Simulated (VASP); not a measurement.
# Nb2Cu4Rh7Au3 (P1) in VASP: notebook, part 2 of 2

VASP 6.6.1.

## Step 4: Single point, PBEsol

This run uses another cell than the first one, of 14.25 Å³/atom.

INCAR reads:

```
PREC = Accurate
ENCUT = 520
EDIFF = 1E-6
ISMEAR = 0
SIGMA = 0.1
LREAL = Auto
LASPH = True
NELM = 60
ALGO = Fast
ISIF = 2
LWAVE = False
LCHARG = True
GGA = PS
LELF = True
LVHAR = True
NBANDS = 118
ISYM = 0
```

KPOINTS reads:

```
Automatic mesh
0
Gamma
  3 3 3
```

POSCAR reads:

```
Nb2Cu4Rh7Au3
1.0
   -3.8388509577      3.8663826260     -3.8317483688
    3.8632680875      3.8614183775      3.8023669904
    3.8530854791     -3.8370012477     -3.8166015119
Cu Nb Rh Au
4 2 7 3
Direct
    0.5121028752      0.7583721280      0.7485315018
   -0.0034436560      0.0124030514      0.0003476396
    0.2566048771      0.5008405287      0.2522201416
    0.7514999823      0.2412905799     -0.0041262003
    1.0189124111      0.5221923831      0.5073786594
    0.7481599896      0.9716875407      0.2618062664
    0.2465408742      0.9955190481      0.7402762320
   -0.0009666259      0.2426300113      0.7429900999
    0.5007678785     -0.0022874365      0.5038213996
    0.2315935306      0.2558670115      0.4933651375
    0.7594577119      0.7587621536      0.5115631818
    0.0072214366      0.7498527973      0.2600152859
    0.4955193509      0.5072016597     -0.0007707832
    0.7436479019      0.4971264730      0.7582322031
    0.5021556583      0.2539098319      0.2461372833
    0.2453930747      0.7492576853      1.0014344721
```

Potentials or basis: VASP PAW PBE potentials, release 64 (Cu, Nb_sv, Rh_pv, Au).

The run is started by

```sh
cat potpaw_PBE.64/Cu/POTCAR potpaw_PBE.64/Nb_sv/POTCAR potpaw_PBE.64/Rh_pv/POTCAR potpaw_PBE.64/Au/POTCAR > POTCAR
mpirun -np 1 vasp_std > vasp.out
```

OUTCAR:

```text
PREC = Accurate
   ENCUT = 520
   EDIFF = 1E-6
   ISMEAR = 0
   LREAL = Auto
   LASPH = True
   NELM = 60
   ISIF = 2
   GGA = PS
   ISYM = 0

 ion  position               nearest neighbor table
   1  0.512  0.758  0.749-   9 2.62  11 2.64   4 2.65   2 2.65  14 2.68   5 2.69   3 2.70  13 2.72
                             7 2.73  10 2.76   6 2.80  16 2.83
   2  0.997  0.012  0.000-   4 2.57   8 2.64   1 2.65  11 2.66   3 2.68  10 2.68  15 2.76  16 2.78
                             7 2.78   6 2.79  14 2.82  12 2.83
   3  0.257  0.501  0.252-  10 2.64  15 2.67   2 2.68  13 2.68   5 2.69   1 2.70  12 2.70  16 2.70
                             9 2.72  11 2.75   4 2.76   8 2.77
[... 1872 lines left out ...]
  in kB        1.0157650      1.2613067      0.4781222     -0.4579822      0.1303846     -0.7018351
  external PRESSURE =       0.9183980 kB  Pullay stress =       0.0000000 kB

 VOLUME and BASIS-vectors are now :
 -----------------------------------------------------------------------------
  energy-cutoff  :      520.00
  volume of cell :      228.03
      direct lattice vectors                 reciprocal lattice vectors
    -3.838850958  3.866382626 -3.831748369    -0.000648194  0.128909739 -0.130253152
     3.863268087  3.861418378  3.802366990     0.129188057  0.128997528  0.000735983
     3.853085479 -3.837001248 -3.816601512     0.129357000 -0.000904926 -0.130509884

 POSITION                                       TOTAL-FORCE (eV/Angst)
 -----------------------------------------------------------------------------------
      3.84806      2.03626     -1.93549         0.005569      0.004915     -0.017634
     -3.77638      3.89963     -3.77272        -0.021951     -0.003689     -0.013798
      1.92164      1.95832     -0.04149        -0.009111      0.010240      0.000294
      1.88446      0.01614     -5.76294         0.024388     -0.001318      0.003297
      3.89974      0.14271     -0.02336        -0.014694     -0.036146     -0.012845
      1.89058      5.64021     -0.17126         0.021850     -0.017295      0.012047
[... 8 lines left out ...]
      0.00161      1.97755     -1.89808         0.000814      0.002967      0.012398
      1.95808      3.83648      1.90319         0.025320      0.006358      0.019817
 -----------------------------------------------------------------------------------
    total drift:                               -0.004090      0.004086     -0.002788

  FREE ENERGIE OF THE ION-ELECTRON SYSTEM (eV)
  ---------------------------------------------------
  free  energy   TOTEN  =      -108.9614246885 eV

  energy  without entropy=     -108.9057234277  energy(sigma->0) =     -108.93357406
```

OSZICAR:

```text
N       E                     dE             d eps       ncg     rms          rms(c)
DAV:   1     0.336449525657E+04    0.33645E+04   -0.10471E+05  3368   0.235E+03
DAV:   2     0.387052515243E+03   -0.29774E+04   -0.28781E+04  3342   0.748E+02
DAV:   3    -0.604853050424E+02   -0.44754E+03   -0.40866E+03  3644   0.281E+02
[... 24 lines left out ...]
RMM:  28    -0.108961416681E+03   -0.60047E-05   -0.63004E-05  5005   0.173E-02    0.674E-03
RMM:  29    -0.108961420311E+03   -0.36295E-05   -0.36174E-05  4866   0.137E-02    0.406E-03
RMM:  30    -0.108961422635E+03   -0.23245E-05   -0.22605E-05  4463   0.110E-02    0.209E-03
RMM:  31    -0.108961423941E+03   -0.13062E-05   -0.13471E-05  4039   0.926E-03    0.976E-04
RMM:  32    -0.108961424688E+03   -0.74702E-06   -0.83894E-06  3492   0.774E-03
   1 F= -.10896142E+03 E0= -.10893357E+03  d E =-.557013E-01
```

Wall time 47 min (1 thread of AMD EPYC 9755, shared host); peak memory 0.48 GiB.

Results:

- Free energy: -108.9614 eV
- Pressure: 0.1 GPa
- Largest force: 0.041 eV/Å
- Band gap on the k mesh: zero (bands 104 and 105 overlap by 0.38 eV)

Forces on the atoms (eV/Å):
```
Cu   0.006  0.005 -0.018
Cu  -0.022 -0.004 -0.014
Cu  -0.009  0.010  0.000
Cu   0.024 -0.001  0.003
Nb  -0.015 -0.036 -0.013
Nb   0.022 -0.017  0.012
Rh   0.029  0.023 -0.019
Rh   0.001  0.007  0.013
Rh  -0.013  0.000  0.022
Rh  -0.001  0.007 -0.003
Rh   0.003 -0.009 -0.012
Rh  -0.017 -0.001 -0.009
Rh  -0.018  0.019 -0.011
Au  -0.016 -0.012  0.015
Au   0.001  0.003  0.012
Au   0.025  0.006  0.020
```

Stress tensor (GPa, compression positive):
```
 0.10 -0.05 -0.07
-0.05  0.13  0.01
-0.07  0.01  0.05
```

Caveat: the k points lie up to 0.38 Å⁻¹ apart; the PAW data sets were made with another functional, which shifts forces and pressure a little; spin-orbit coupling is left out, which moves the levels of the heavy elements.

## Step 5: Overview

```tsv
cell	gap on the mesh (eV)	pressure (GPa)	largest force (eV/Å)
a = 6.708, b = 6.665, c = 6.725 Å, angles 108.5, 112.0, 109.3°, 16 atoms, atomic positions A	none	0.1	0.03
a = 6.631, b = 6.642, c = 6.712 Å, angles 108.5, 109.5, 110.5°, 16 atoms, atomic positions B	none	0.0	0.04
a = 6.661, b = 6.655, c = 6.643 Å, angles 109.1, 109.8, 109.1°, 16 atoms, atomic positions C	none	0.1	0.04
```

Alike in all rows: task single point; level PBEsol; potentials or basis VASP PAW PBE potentials, release 64 (Cu, Nb_sv, Rh_pv, Au); no spin polarisation; k mesh 3 × 3 × 3; cutoff (eV) 520; smearing gaussian 0.1 eV.

Caveats: all runs use coarse meshes; the PAW data sets were made with another functional, which shifts forces and pressure a little; spin-orbit coupling is left out, which moves the levels of the heavy elements.

Absolute energies hang on the potentials; compare differences alone.
